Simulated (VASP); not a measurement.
# Zr in VASP: further runs

The runs below take Zr through single point, with LDA.

All numbers are computed with VASP 6.6.1; they aren't measurements. Logs are shortened: lines on timing, memory, paths and dates and some standing lists are left out, and cuts for length are marked.

## (1) The cell of the first run

The typed cell holds 6 atoms: a = 5.808 Å, b = 5.808 Å, c = 5.808 Å, α = 129.81°, β = 85.56°, γ = 115.93°.

This isn't the form of Zr at room conditions, which is hcp.

## (2) Single point, LDA

INCAR

```
PREC     = Accurate       # precision mode
ENCUT    = 500            # plane-wave cutoff, eV
EDIFF    = 1E-6           # SCF threshold, eV
ISMEAR   = 0              # smearing method
SIGMA    = 0.1            # smearing width, eV
LREAL    = F              # projectors in reciprocal space
LASPH    = T              # aspherical terms in the spheres
NELM     = 120            # most SCF steps
ALGO     = Normal         # electronic algorithm
ISIF     = 2              # what is computed and relaxed
LWAVE    = F              # write WAVECAR
LCHARG   = T              # write CHGCAR
GGA      = CA             # functional
LELF     = T              # ELF
LVHAR    = T            
NBANDS   = 45             # bands
GGA_COMPAT= F
```

KPOINTS

```
Automatic mesh
0
Gamma
  8 8 8
```

POSCAR

```
Zr
1.0
   -2.4631691416      4.2627564725      3.0807420353
    2.4631691416     -4.2627564725      3.0807420353
    2.4631691416      4.2627564725     -3.0807420353
Zr
6
Direct
    0.2500000000      0.2500000000      0.0000000000
    0.7500000000      0.7500000000      0.0000000000
    0.3335679820     -0.0000214255      0.3335465566
    0.8335679820      0.5000214255      0.3335894075
    0.6664320180      1.0000214255      0.6664534434
    0.1664320180      0.4999785745      0.6664105925
```

Potentials or basis: VASP PAW LDA potentials, release 64 (Zr_sv).

Command:

```bash
$ cat potpaw_LDA.64/Zr_sv/POTCAR > POTCAR
$ mpirun -np 1 vasp_std > vasp.out
```

OUTCAR:

```text
PREC = Accurate
   ENCUT = 500
   EDIFF = 1E-6
   ISMEAR = 0
   LREAL = F
   LASPH = T
   NELM = 120
   ISIF = 2
   GGA = CA

 ion  position               nearest neighbor table
   1  0.250  0.250  0.000-   2 3.08   2 3.08   3 3.23   4 3.23   6 3.23   5 3.23   3 3.23   5 3.23
                             6 3.23   4 3.23   6 3.23   4 3.23   5 3.23   3 3.23
   2  0.750  0.750  0.000-   1 3.08   1 3.08   5 3.23   6 3.23   4 3.23   3 3.23   5 3.23   3 3.23
                             4 3.23   6 3.23   4 3.23   6 3.23   3 3.23   5 3.23
   3  0.334  1.000  0.334-   5 2.84   6 2.85   6 2.85   4 3.08   4 3.08   1 3.23   2 3.23   1 3.23
                             2 3.23   2 3.23   1 3.23
   4  0.834  0.500  0.334-   6 2.84   5 2.85   5 2.85   3 3.08   3 3.08   2 3.23   1 3.23   2 3.23
                             1 3.23   2 3.23   1 3.23
   5  0.666  0.000  0.666-   3 2.84   4 2.85   4 2.85   6 3.08   6 3.08   2 3.23   1 3.23   2 3.23
                             1 3.23   1 3.23   2 3.23
   6  0.166  0.500  0.666-   4 2.84   3 2.85   3 2.85   5 3.08   5 3.08   2 3.23   1 3.23   1 3.23
                             2 3.23   1 3.23   2 3.23

  LATTYP: Found a body centered orthorhombic cell.
 ALAT       =     4.9263382832
 B/A-ratio  =     1.2507228932
 C/A-ratio  =     1.7305983582

  Lattice vectors:

 A1 = (   2.4631691416,  -4.2627564725,  -3.0807420353)
 A2 = (  -2.4631691416,  -4.2627564725,   3.0807420353)
 A3 = (  -2.4631691416,   4.2627564725,  -3.0807420353)

Analysis of symmetry for initial positions (statically):
=====================================================================
 Subroutine PRICEL returns:
 Original cell was already a primitive cell.

 Routine SETGRP: Setting up the symmetry group for a
 body centered orthorhombic supercell.

 Subroutine GETGRP returns: Found  8 space group operations
 (whereof  4 operations were pure point group operations)
 out of a pool of  8 trial point group operations.

The static configuration has the point symmetry C_2h.
 The point group associated with its full space group is D_2h.

Analysis of symmetry for dynamics (positions and initial velocities):
=====================================================================
 Subroutine PRICEL returns:
 Original cell was already a primitive cell.

 Routine SETGRP: Setting up the symmetry group for a
 body centered orthorhombic supercell.

 Subroutine GETGRP returns: Found  8 space group operations
 (whereof  4 operations were pure point group operations)
 out of a pool of  8 trial point group operations.

The dynamic configuration has the point symmetry C_2h.
 The point group associated with its full space group is D_2h.

 Subroutine INISYM returns: Found  8 space group operations
 (whereof  4 operations are pure point group operations),
 and found     1 'primitive' translations

----------------------------------------------------------------------------------------

                                     Primitive cell

  volume of cell :     129.3898

  direct lattice vectors                    reciprocal lattice vectors
    -2.463169142  4.262756472  3.080742035     0.000000000  0.117294995  0.162298561
     2.463169142 -4.262756472  3.080742035     0.202990526  0.000000000  0.162298561
     2.463169142  4.262756472 -3.080742035     0.202990526  0.117294995  0.000000000

  length of vectors
     5.807690285  5.807690285  5.807690285     0.200247194  0.259896088  0.234442465

  position of ions in fractional coordinates (direct lattice)
     0.250000000  0.250000000  0.000000000
     0.750000000  0.750000000  0.000000000
     0.333567982  0.999978574  0.333546557
     0.833567982  0.500021426  0.333589407
     0.666432018  0.000021426  0.666453443
     0.166432018  0.499978574  0.666410593

  ion indices of the primitive-cell ions
   primitive index   ion index
                 1           1
                 2           2
                 3           3
                 4           4
                 5           5
                 6           6

----------------------------------------------------------------------------------------

 KPOINTS: Automatic mesh

Automatic generation of k-mesh.
 Grid dimensions read from file:
 generate k-points for:    8    8    8

 Generating k-lattice:

  Cartesian coordinates                     Fractional coordinates (reciprocal lattice)
     0.000000000  0.014661874  0.020287320     0.125000000  0.000000000 -0.000000000
     0.025373816  0.000000000  0.020287320     0.000000000  0.125000000 -0.000000000
     0.025373816  0.014661874  0.000000000     0.000000000  0.000000000  0.125000000

  Length of vectors
     0.025030899  0.032487011  0.029305308

  Shift w.r.t. Gamma in fractional coordinates (k-lattice)
     0.000000000  0.000000000  0.000000000

 Subroutine IBZKPT returns following result:
 ===========================================

 Found     95 irreducible k-points:

 Following reciprocal coordinates:
            Coordinates               Weight
  0.000000  0.000000  0.000000      1.000000
  0.125000  0.000000 -0.000000      4.000000
  0.250000  0.000000 -0.000000      4.000000
  0.375000  0.000000 -0.000000      4.000000
  0.500000  0.000000 -0.000000      2.000000
  0.000000  0.125000 -0.000000      4.000000
[... 16 lines left out ...]
  0.125000  0.375000 -0.000000      8.000000
  0.250000  0.375000 -0.000000      8.000000
 [... further k-points ...]
   k-points           NKPTS =     95   k-points in BZ     NKDIM =     95   number of bands    NBANDS=     45
   number of dos      NEDOS =    301   number of ions     NIONS =      6
   total plane-waves  NPLWV =  74088
   dimension x,y,z NGX =    42 NGY =   42 NGZ =   42
   dimension x,y,z NGXF=    84 NGYF=   84 NGZF=   84
   ions per type =               6
   NGX,Y,Z   is equivalent  to a cutoff of  12.02, 12.02, 12.02 a.u.
   NGXF,Y,Z  is equivalent  to a cutoff of  24.05, 24.05, 24.05 a.u.
 SYSTEM =  unknown system
   PREC   = accura    normal or accurate (medium, high low for compatibility)
   ISTART =      0    job   : 0-new  1-cont  2-samecut
   ICHARG =      2    charge: 1-file 2-atom 10-const
   ISPIN  =      1    spin polarized calculation?
   LNONCOLLINEAR =      F non collinear calculations
   LSORBIT =      F    spin-orbit coupling
   LASPH  =      T    aspherical Exc in radial PAW
   ENCUT  =  500.0 eV  36.75 Ry    6.06 a.u.  10.59 10.59 10.59*2*pi/ulx,y,z
   NELM   =    120;   NELMIN=  2; NELMDL= -5     # of ELM steps
   EDIFF  = 0.1E-05   stopping-criterion for ELM
   LREAL  =      F    real-space projection
   EDIFFG = 0.1E-04   stopping-criterion for IOM
   NSW    =      0    number of steps for IOM
   IBRION =     -1    ionic relax: 0-MD 1-quasi-New 2-CG
   NFREE  =      0    steps in history (QN), initial steepest desc. (CG)
   ISIF   =      2    stress and relaxation
   ISYM   =      2    0-nonsym 1-usesym 2-fastsym
   POTIM  = 0.5000    time-step for ionic-motion
   TEBEG  =    0.0;   TEEND  =   0.0 temperature during run
   PSTRESS=    0.0 pullay stress
   NELECT =      72.0000    total number of electrons
   NUPDOWN=      -1.0000    fix difference up-down
   EMIN   =  10.00;   EMAX   =-10.00  energy-range for DOS
   EFERMI =   0.00;   METHOD = LEGACY
   ISMEAR =     0;   SIGMA  =   0.10  broadening in eV -4-tet -1-fermi 0-gaus
   EFERMI_NEDOS =   21; number of points for ismear=-14 and -15
   IALGO  =     38    algorithm
   IMIX   =      4    mixing-type and parameters
     AMIX     =   0.40;   BMIX     =  1.00
     AMIX_MAG =   1.60;   BMIX_MAG =  1.00
  volume/ion in A,a.u.               =      21.56       145.53
  Fermi-wavevector in a.u.,A,eV,Ry     =   1.346539  2.544590 24.669642  1.813168
  Thomas-Fermi vector in A             =   2.474363
   LORBIT       =      0    0 simple, 1 ext, 2 COOP (PROOUT), +10 PAW based schemes
   GGA     = CA    functional components
   LHFCALC =     F    Hartree Fock is set to
   AEXX    =    0.0000 exact exchange contribution
   IVDW    =     0    specifies the selected vdW correction
   LEPSILON=     F    determine dielectric tensor
   LRPA    =     F    only Hartree local field effects (RPA)
 non-spin polarized calculation
 Gauss-broadening in eV      SIGMA  =   0.10
  energy-cutoff  :      500.00
  volume of cell :      129.39
 maximum number of plane-waves:      3316
   NGX = 21   NGY = 21   NGZ = 21

 number of electron      72.0000000 magnetization

 Free energy of the ion-electron system (eV)
  ---------------------------------------------------
  ext. energy  EPLUGINS =         0.00000000
  ---------------------------------------------------
  free energy    TOTEN  =       -55.85534735 eV

  energy without entropy =      -55.82661609  energy(sigma->0) =      -55.84098172

 E-fermi :   9.5364     XC(G=0): -11.6449

 val. band max:        9.5331497540   @ k =  -0.1250  -0.3750   0.1250
 cond. band min:       9.5367003445   @ k =   0.2500   0.3750  -0.0000
 fundamental gap:      0.0035505905
 Fermi energy:         9.5364142725

 k-point     1 :       0.0000    0.0000    0.0000
  band No.  band energies     occupation
      1     -38.9035      2.00000
      2     -38.7897      2.00000
      3     -38.6436      2.00000
      4     -38.5117      2.00000
      5     -38.4242      2.00000
      6     -38.4030      2.00000
[... 37 lines left out ...]
     44      11.2172      0.00000
     45      11.8411      0.00000

 k-point     2 :       0.1250    0.0000   -0.0000
  band No.  band energies     occupation
      1     -38.8981      2.00000
      2     -38.7928      2.00000
      3     -38.6409      2.00000
      4     -38.5214      2.00000
      5     -38.4201      2.00000
      6     -38.4027      2.00000
[... 37 lines left out ...]
     44      11.1888      0.00000
     45      11.6366      0.00000

 k-point     3 :       0.2500    0.0000   -0.0000
  band No.  band energies     occupation
      1     -38.8829      2.00000
      2     -38.8021      2.00000
      3     -38.6327      2.00000
      4     -38.5444      2.00000
      5     -38.4125      2.00000
      6     -38.4021      2.00000
[... 37 lines left out ...]
     44      11.1870      0.00000
     45      11.3806      0.00000

 k-point     4 :       0.3750    0.0000   -0.0000
  band No.  band energies     occupation
      1     -38.8615      2.00000
      2     -38.8175      2.00000
      3     -38.6184      2.00000
      4     -38.5720      2.00000
      5     -38.4063      2.00000
      6     -38.4018      2.00000
[... 901 lines left out ...]
     44      11.0994      0.00000
     45      11.5871      0.00000

 k-point    23 :       0.1250    0.3750   -0.0000
  band No.  band energies     occupation
      1     -38.8336      2.00000
      2     -38.8279      2.00000
      3     -38.5807      2.00000
      4     -38.5266      2.00000
      5     -38.4865      2.00000
      6     -38.4256      2.00000
[... 37 lines left out ...]
     44      11.0374      0.00000
     45      11.0536      0.00000

 k-point    24 :       0.2500    0.3750   -0.0000
  band No.  band energies     occupation
      1     -38.8432      2.00000
      2     -38.8164      2.00000
      3     -38.5640      2.00000
      4     -38.5545      2.00000
      5     -38.4870      2.00000
      6     -38.4157      2.00000
[... 37 lines left out ...]
     44      11.0934      0.00000
     45      11.2620      0.00000

 [... further k-points ...]
[... 5 lines left out ...]
  --------------------------------------------------------------------------------------
  -------------------------------------------------------------------------------------
  Total        0.0948390      0.0965512      0.0709825     -0.0000000      0.0000000      0.0000000
  in kB        1.1743500      1.1955513      0.8789451     -0.0000000      0.0000000      0.0000000
  external PRESSURE =       1.0829488 kB  Pullay stress =       0.0000000 kB

 VOLUME and BASIS-vectors are now :
 -----------------------------------------------------------------------------
  energy-cutoff  :      500.00
  volume of cell :      129.39
      direct lattice vectors                 reciprocal lattice vectors
    -2.463169142  4.262756472  3.080742035     0.000000000  0.117294995  0.162298561
     2.463169142 -4.262756472  3.080742035     0.202990526  0.000000000  0.162298561
     2.463169142  4.262756472 -3.080742035     0.202990526  0.117294995  0.000000000

 POSITION                                       TOTAL-FORCE (eV/Angst)
 -----------------------------------------------------------------------------------
      0.00000      0.00000      1.54037        -0.000000     -0.000000     -0.000000
      0.00000      0.00000      4.62111        -0.000000     -0.000000     -0.000000
      2.46306     -1.41892      3.08074         0.000146     -0.000797      0.000000
      0.00011      2.84384      3.08074        -0.000146     -0.000797      0.000000
      0.00011      5.68167      0.00000        -0.000146      0.000797     -0.000000
      2.46306      1.41892      0.00000         0.000146      0.000797     -0.000000
 -----------------------------------------------------------------------------------
    total drift:                               -0.000000     -0.000000      0.000000

  FREE ENERGIE OF THE ION-ELECTRON SYSTEM (eV)
  ---------------------------------------------------
  free  energy   TOTEN  =       -55.8553473535 eV

  energy  without entropy=      -55.8266160949  energy(sigma->0) =      -55.84098172
```

It took 13 min on 1 thread of Oxide Virtual Turin-like, shared host; peak memory 0.41 GiB.

Results:

```
Free energy            : -55.8553 eV
Pressure               : 0.1 GPa
Band gap on the k mesh : zero (bands 36 and 37 overlap by 0.64 eV)
```

## (3) Single point, LDA

INCAR

```
SYSTEM = Zr
PREC = Accurate
ENCUT = 500
EDIFF = 1E-6
ISMEAR = 0
SIGMA = 0.1
LREAL = .False.
LASPH = .True.
NELM = 120
ALGO = Normal
ISIF = 2
LWAVE = .False.
LCHARG = .True.
LELF = .True.
LVHAR = .True.
NBANDS = 45
GGA_COMPAT = .False.
```

KPOINTS

```
Automatic mesh
0
Gamma
  8 8 8
  0 0 0
```

Changes to POSCAR since step 2:

```diff
@@ -12,3 +12,3 @@
     0.8335679820      0.5000214255      0.3335894075
-    0.6664320180      1.0000214255      0.6664534434
+    0.6664320180      1.0000214255      0.6664534435
     0.1664320180      0.4999785745      0.6664105925
```

Potentials or basis: VASP PAW LDA potentials, release 64 (Zr_sv).

Command:

```bash
$ cat potpaw_LDA.64/Zr_sv/POTCAR > POTCAR
$ mpirun -np 1 vasp_std > vasp.out
```

It took 14 min on 1 thread of Oxide Virtual Turin-like, shared host; peak memory 0.41 GiB.

Results (log left out):

- Free energy: -55.8553 eV
- Pressure: 0.1 GPa
- Band gap on the k mesh: zero (bands 36 and 37 overlap by 0.64 eV)

Levels at points of the mesh, in eV from the Fermi level:
| k point | band 32 | band 33 | band 34 | band 35 | band 36 | band 37 | band 38 | band 39 | band 40 | band 41 |
| --- | --- | --- | --- | --- | --- | --- | --- | --- | --- | --- |
| (0.00, 0.00, 0.00) | -0.47 | -0.45 | -0.43 | -0.40 | -0.39 | -0.20 | 0.23 | 0.84 | 0.95 | 1.49 |
| (0.50, 0.00, 0.00) | -1.64 | -0.98 | -0.98 | -0.93 | -0.93 | 0.87 | 0.87 | 1.07 | 1.07 | 1.37 |
| (0.00, 0.50, 0.00) | -1.36 | -0.54 | -0.54 | -0.51 | -0.51 | 0.05 | 0.05 | 0.10 | 0.10 | 1.30 |
| (0.50, 0.50, 0.00) | -0.86 | -0.71 | -0.71 | -0.55 | -0.43 | -0.05 | 0.23 | 0.72 | 0.95 | 1.09 |
| (0.50, 0.50, 0.50) | -2.04 | -1.26 | -0.73 | -0.71 | -0.55 | -0.04 | 0.73 | 1.09 | 1.23 | 1.26 |
